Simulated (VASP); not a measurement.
# Li4S5 (P3m1) in VASP: single point with PBE+D3(BJ)

Aim: the single point of Li4S5 with PBE+D3(BJ).

All numbers are computed with VASP 6.6.1; they aren't measurements. Logs are shortened: lines on timing, memory, paths and dates and some standing lists are left out, and cuts for length are marked.

**1. The cell of the first run**

It takes space group P3m1 (No. 156, trigonal). The conventional cell has a = 3.143 Å, b = 3.143 Å, c = 16.460 Å, α = 90.00°, β = 90.00°, γ = 120.00°. Li (site symmetry 3m) has 2 S at 2.20 Å within 2.9 Å. Within 3.3 Å of Li (site symmetry 3m) lie 6 S at 2.51 to 2.54 Å and 6 Li at 3.14 Å. Within 3.2 Å of Li (site symmetry 3m) lie 6 S at 2.40 to 2.61 Å and 6 Li at 3.14 Å. Li (site symmetry 3m) has 6 S at 2.38 to 2.62 Å and 6 Li at 3.14 Å within 3.2 Å. S (site symmetry 3m) has 4 Li at 2.20 to 2.38 Å within 2.9 Å. Within 2.9 Å of S (site symmetry 3m) lie 4 Li at 2.20 to 2.54 Å. Within 3.2 Å of S (site symmetry 3m) lie 6 Li at 2.40 to 2.51 Å and 6 S at 3.14 Å. S (site symmetry 3m) has 9 S at 2.46 to 3.14 Å and 3 Li at 2.61 Å within 3.3 Å.

**2. Single point, PBE+D3(BJ)**

Contents of INCAR:

```
  PREC = Accurate
  ENCUT = 520
  EDIFF = 1E-7
  ISMEAR = 0
  SIGMA = 0.1
  LREAL = F
  LASPH = T
  NELM = 80
  ALGO = Normal
  ISIF = 2
  LWAVE = F
  LCHARG = T
  GGA = PE
  IVDW = 12
  LELF = T
  LVHAR = T
  NBANDS = 31
```

Contents of KPOINTS:

```
regular mesh
0
Gamma
  12 12 4
```

Contents of POSCAR:

```
Li4S5
1.0
    3.1430687440      0.0000000000      0.0000000000
   -1.5715343720      2.7219773782      0.0000000000
    0.0000000000      0.0000000000     16.4601491748
Li S
4 5
Direct
    0.0000000000      0.0000000000      0.1283124813
    0.3333333333      0.6666666667      0.3703107431
    0.6666666667      0.3333333333      0.5707521020
    0.3333333333      0.6666666667      0.9010323433
    0.0000000000      0.0000000000      0.9946692661
    0.0000000000      0.0000000000      0.2619925901
    0.0000000000      0.0000000000      0.4757330047
    0.3333333333      0.6666666667      0.6846899073
    0.0000000000      0.0000000000      0.7859090719
```

Potentials or basis: VASP PAW PBE potentials, release 64 (Li_sv, S).

The run is started by

```
$ cat potpaw_PBE.64/Li_sv/POTCAR potpaw_PBE.64/S/POTCAR > POTCAR
$ mpirun -np 1 vasp_std > vasp.out
```

OUTCAR:

```text
PREC = Accurate
   ENCUT = 520
   EDIFF = 1E-7
   ISMEAR = 0
   LREAL = F
   LASPH = T
   NELM = 80
   ISIF = 2
   GGA = PE
   IVDW = 12
 IVDW          = 12

 ion  position               nearest neighbor table
   1  0.000  0.000  0.128-   5 2.20   6 2.20
   2  0.333  0.667  0.370-   7 2.51   7 2.51   7 2.51   6 2.54   6 2.54   6 2.54
   3  0.667  0.333  0.571-   7 2.40   7 2.40   7 2.40   8 2.61   8 2.61   8 2.61
   4  0.333  0.667  0.901-   5 2.38   5 2.38   5 2.38   9 2.62   9 2.62   9 2.62
   5  0.000  0.000  0.995-   1 2.20   4 2.38   4 2.38   4 2.38
   6  0.000  0.000  0.262-   1 2.20   2 2.54   2 2.54   2 2.54
   7  0.000  0.000  0.476-   3 2.40   3 2.40   3 2.40   2 2.51   2 2.51   2 2.51
   8  0.333  0.667  0.685-   9 2.46   9 2.46   9 2.46   3 2.61   3 2.61   3 2.61
   9  0.000  0.000  0.786-   8 2.46   8 2.46   8 2.46   4 2.62   4 2.62   4 2.62

  LATTYP: Found a hexagonal cell.
 ALAT       =     3.1430687440
 C/A-ratio  =     5.2369675993

  Lattice vectors:

 A1 = (   3.1430687440,   0.0000000000,   0.0000000000)
 A2 = (  -1.5715343720,   2.7219773782,   0.0000000000)
 A3 = (   0.0000000000,   0.0000000000,  16.4601491748)

Analysis of symmetry for initial positions (statically):
=====================================================================
 Subroutine PRICEL returns:
 Original cell was already a primitive cell.

 Routine SETGRP: Setting up the symmetry group for a
 hexagonal supercell.

 Subroutine GETGRP returns: Found  6 space group operations
 (whereof  6 operations were pure point group operations)
 out of a pool of 24 trial point group operations.

The static configuration has the point symmetry C_3v.

Analysis of symmetry for dynamics (positions and initial velocities):
=====================================================================
 Subroutine PRICEL returns:
 Original cell was already a primitive cell.

 Routine SETGRP: Setting up the symmetry group for a
 hexagonal supercell.

 Subroutine GETGRP returns: Found  6 space group operations
 (whereof  6 operations were pure point group operations)
 out of a pool of 24 trial point group operations.

The dynamic configuration has the point symmetry C_3v.

 Subroutine INISYM returns: Found  6 space group operations
 (whereof  6 operations are pure point group operations),
 and found     1 'primitive' translations

----------------------------------------------------------------------------------------

                                     Primitive cell

  volume of cell :     140.8225

  direct lattice vectors                    reciprocal lattice vectors
     3.143068744  0.000000000  0.000000000     0.318160397  0.183689991  0.000000000
    -1.571534372  2.721977378  0.000000000     0.000000000  0.367379982  0.000000000
     0.000000000  0.000000000 16.460149175     0.000000000  0.000000000  0.060752791

  length of vectors
     3.143068744  3.143068744 16.460149175     0.367379982  0.367379982  0.060752791

  position of ions in fractional coordinates (direct lattice)
     0.000000000  0.000000000  0.128312481
     0.333333333  0.666666667  0.370310743
     0.666666667  0.333333333  0.570752102
     0.333333333  0.666666667  0.901032343
     0.000000000  0.000000000  0.994669266
     0.000000000  0.000000000  0.261992590
     0.000000000  0.000000000  0.475733005
     0.333333333  0.666666667  0.684689907
     0.000000000  0.000000000  0.785909072

  ion indices of the primitive-cell ions
   primitive index   ion index
                 1           1
                 2           2
                 3           3
                 4           4
                 5           5
                 6           6
                 7           7
                 8           8
                 9           9

----------------------------------------------------------------------------------------

 KPOINTS: regular mesh

Automatic generation of k-mesh.
 Grid dimensions read from file:
 generate k-points for:   12   12    4

 Generating k-lattice:

  Cartesian coordinates                     Fractional coordinates (reciprocal lattice)
     0.026513366  0.015307499  0.000000000     0.083333333 -0.000000000  0.000000000
     0.000000000  0.030614998  0.000000000     0.000000000  0.083333333  0.000000000
     0.000000000  0.000000000  0.015188198     0.000000000  0.000000000  0.250000000

  Length of vectors
     0.030614998  0.030614998  0.015188198

  Shift w.r.t. Gamma in fractional coordinates (k-lattice)
     0.000000000  0.000000000  0.000000000

 Subroutine IBZKPT returns following result:
 ===========================================

 Found     69 irreducible k-points:

 Following reciprocal coordinates:
            Coordinates               Weight
  0.000000  0.000000  0.000000      1.000000
  0.083333  0.000000  0.000000      6.000000
  0.166667  0.000000  0.000000      6.000000
  0.250000 -0.000000  0.000000      6.000000
  0.333333  0.000000  0.000000      6.000000
  0.416667  0.000000  0.000000      6.000000
[... 16 lines left out ...]
  0.166667  0.000000  0.250000      6.000000
  0.000000  0.166667  0.250000      6.000000
 [... further k-points ...]
   k-points           NKPTS =     69   k-points in BZ     NKDIM =     69   number of bands    NBANDS=     31
   number of dos      NEDOS =    301   number of ions     NIONS =      9
   total plane-waves  NPLWV =  72576
   dimension x,y,z NGX =    24 NGY =   24 NGZ =  126
   dimension x,y,z NGXF=    48 NGYF=   48 NGZF=  252
   ions per type =               4   5
   NGX,Y,Z   is equivalent  to a cutoff of  12.69, 12.69, 12.73 a.u.
   NGXF,Y,Z  is equivalent  to a cutoff of  25.39, 25.39, 25.45 a.u.
 SYSTEM =  unknown system
   PREC   = accura    normal or accurate (medium, high low for compatibility)
   ISTART =      0    job   : 0-new  1-cont  2-samecut
   ICHARG =      2    charge: 1-file 2-atom 10-const
   ISPIN  =      1    spin polarized calculation?
   LNONCOLLINEAR =      F non collinear calculations
   LSORBIT =      F    spin-orbit coupling
   LASPH  =      T    aspherical Exc in radial PAW
   ENCUT  =  520.0 eV  38.22 Ry    6.18 a.u.   5.84  5.84 30.60*2*pi/ulx,y,z
   NELM   =     80;   NELMIN=  2; NELMDL= -5     # of ELM steps
   EDIFF  = 0.1E-06   stopping-criterion for ELM
   LREAL  =      F    real-space projection
   EDIFFG = 0.1E-05   stopping-criterion for IOM
   NSW    =      0    number of steps for IOM
   IBRION =     -1    ionic relax: 0-MD 1-quasi-New 2-CG
   NFREE  =      0    steps in history (QN), initial steepest desc. (CG)
   ISIF   =      2    stress and relaxation
   ISYM   =      2    0-nonsym 1-usesym 2-fastsym
   POTIM  = 0.5000    time-step for ionic-motion
   TEBEG  =    0.0;   TEEND  =   0.0 temperature during run
   PSTRESS=    0.0 pullay stress
   NELECT =      42.0000    total number of electrons
   NUPDOWN=      -1.0000    fix difference up-down
   EMIN   =  10.00;   EMAX   =-10.00  energy-range for DOS
   EFERMI =   0.00;   METHOD = LEGACY
   ISMEAR =     0;   SIGMA  =   0.10  broadening in eV -4-tet -1-fermi 0-gaus
   EFERMI_NEDOS =   21; number of points for ismear=-14 and -15
   IALGO  =     38    algorithm
   IMIX   =      4    mixing-type and parameters
     AMIX     =   0.40;   BMIX     =  1.00
     AMIX_MAG =   1.60;   BMIX_MAG =  1.00
  volume/ion in A,a.u.               =      15.65       105.59
  Fermi-wavevector in a.u.,A,eV,Ry     =   1.093790  2.066963 16.277686  1.196376
  Thomas-Fermi vector in A             =   2.230082
   LORBIT       =      0    0 simple, 1 ext, 2 COOP (PROOUT), +10 PAW based schemes
   GGA     = PE    functional components
   LHFCALC =     F    Hartree Fock is set to
   AEXX    =    0.0000 exact exchange contribution
   IVDW    =    12    specifies the selected vdW correction
   LEPSILON=     F    determine dielectric tensor
   LRPA    =     F    only Hartree local field effects (RPA)
 non-spin polarized calculation
 Gauss-broadening in eV      SIGMA  =   0.10
  energy-cutoff  :      520.00
  volume of cell :      140.82
 maximum number of plane-waves:      3820
   NGX = 11   NGY = 11   NGZ = 61

 number of electron      41.9999997 magnetization

 Free energy of the ion-electron system (eV)
  ---------------------------------------------------
  ext. energy  EPLUGINS =         0.00000000
  ---------------------------------------------------
  free energy    TOTEN  =       -30.75821593 eV

  energy without entropy =      -30.72985025  energy(sigma->0) =      -30.74403309

 E-fermi :   4.1824     XC(G=0):  -9.4216

 val. band max:        4.1811349493   @ k =   0.2500   0.0833   0.2500
 cond. band min:       4.1883048608   @ k =   0.2500   0.0833   0.5000
 fundamental gap:      0.0071699115
 Fermi energy:         4.1824240951

 k-point     1 :       0.0000    0.0000    0.0000
  band No.  band energies     occupation
      1     -41.8390      2.00000
      2     -41.0527      2.00000
      3     -40.9088      2.00000
      4     -40.8524      2.00000
      5     -12.3189      2.00000
      6      -8.9811      2.00000
[... 23 lines left out ...]
     30      13.1016      0.00000
     31      13.2821      0.00000

 k-point     2 :       0.0833    0.0000    0.0000
  band No.  band energies     occupation
      1     -41.8385      2.00000
      2     -41.0520      2.00000
      3     -40.9081      2.00000
      4     -40.8517      2.00000
      5     -12.2111      2.00000
      6      -8.8941      2.00000
[... 23 lines left out ...]
     30      12.8725      0.00000
     31      13.3096      0.00000

 k-point     3 :       0.1667    0.0000    0.0000
  band No.  band energies     occupation
      1     -41.8369      2.00000
      2     -41.0501      2.00000
      3     -40.9062      2.00000
      4     -40.8499      2.00000
      5     -11.8919      2.00000
      6      -8.6422      2.00000
[... 703 lines left out ...]
     30      12.5029      0.00000
     31      13.0874      0.00000

 k-point    24 :       0.0000    0.1667    0.2500
  band No.  band energies     occupation
      1     -41.8369      2.00000
      2     -41.0501      2.00000
      3     -40.9062      2.00000
      4     -40.8499      2.00000
      5     -11.8919      2.00000
      6      -8.6399      2.00000
[... 23 lines left out ...]
     30      12.5563      0.00000
     31      13.0725      0.00000

 [... further k-points ...]

------------------------ aborting loop because EDIFF is reached ----------------------------------------

 Edisp (eV)   -2.69592

 E8    (eV) :    -1.0310

  FORCE on cell =-STRESS in cart. coord.  units (eV):
  Direction    XX          YY          ZZ          XY          YZ          ZX
  --------------------------------------------------------------------------------------
  -------------------------------------------------------------------------------------
  Total      -0.09908    -0.09908    -0.02800     0.00000     0.00000     0.00000
  in kB      -1.12730    -1.12730    -0.31857     0.00000     0.00000     0.00000
  external pressure =       -0.86 kB  Pullay stress =        0.00 kB

 VOLUME and BASIS-vectors are now :
 -----------------------------------------------------------------------------
  energy-cutoff  :      520.00
  volume of cell :      140.82
      direct lattice vectors                 reciprocal lattice vectors
     3.143068744  0.000000000  0.000000000     0.318160397  0.183689991  0.000000000
    -1.571534372  2.721977378  0.000000000     0.000000000  0.367379982  0.000000000
     0.000000000  0.000000000 16.460149175     0.000000000  0.000000000  0.060752791

 POSITION                                       TOTAL-FORCE (eV/Angst)
 -----------------------------------------------------------------------------------
      0.00000      0.00000      2.11204         0.000000     -0.000000     -0.002644
     -0.00000      1.81465      6.09537        -0.000000      0.000000     -0.000191
      1.57153      0.90733      9.39466        -0.000000      0.000000     -0.001869
     -0.00000      1.81465     14.83113        -0.000000      0.000000     -0.001283
      0.00000      0.00000     16.37240        -0.000000      0.000000     -0.010531
      0.00000      0.00000      4.31244         0.000000      0.000000      0.019748
      0.00000      0.00000      7.83064        -0.000000      0.000000     -0.001221
     -0.00000      1.81465     11.27010         0.000000      0.000000      0.018709
      0.00000      0.00000     12.93618        -0.000000      0.000000     -0.020717
 -----------------------------------------------------------------------------------
    total drift:                                0.000000      0.000000      0.001740

  FREE ENERGIE OF THE ION-ELECTRON SYSTEM (eV)
  ---------------------------------------------------
  free  energy   TOTEN  =       -33.4541310830 eV

  energy  without entropy=      -33.4257654051  energy(sigma->0) =      -33.43994824
```

Wall time 7.3 min (1 thread of Oxide Virtual Turin-like, shared host); peak memory 0.36 GiB.

Results:

```yaml
Free_energy: -33.4541 eV
Largest_force: 0.021 eV/Å
Band_gap_on_the_k_mesh: zero (bands 21 and 22 overlap by 2.59 eV)
Dispersion_energy_per_atom: -0.300 eV
```

Forces in eV/Å, atoms in the order of the input:
```
Li   0.000  0.000 -0.003
Li   0.000  0.000  0.000
Li   0.000  0.000 -0.002
Li   0.000  0.000 -0.001
S    0.000  0.000 -0.011
S    0.000  0.000  0.020
S    0.000  0.000 -0.001
S    0.000  0.000  0.019
S    0.000  0.000 -0.021
```

Caveat: the cutoff is under 1.25 times the usual one of these potentials, so pressure, stress and relaxed cells hold a basis-set (Pulay) error.
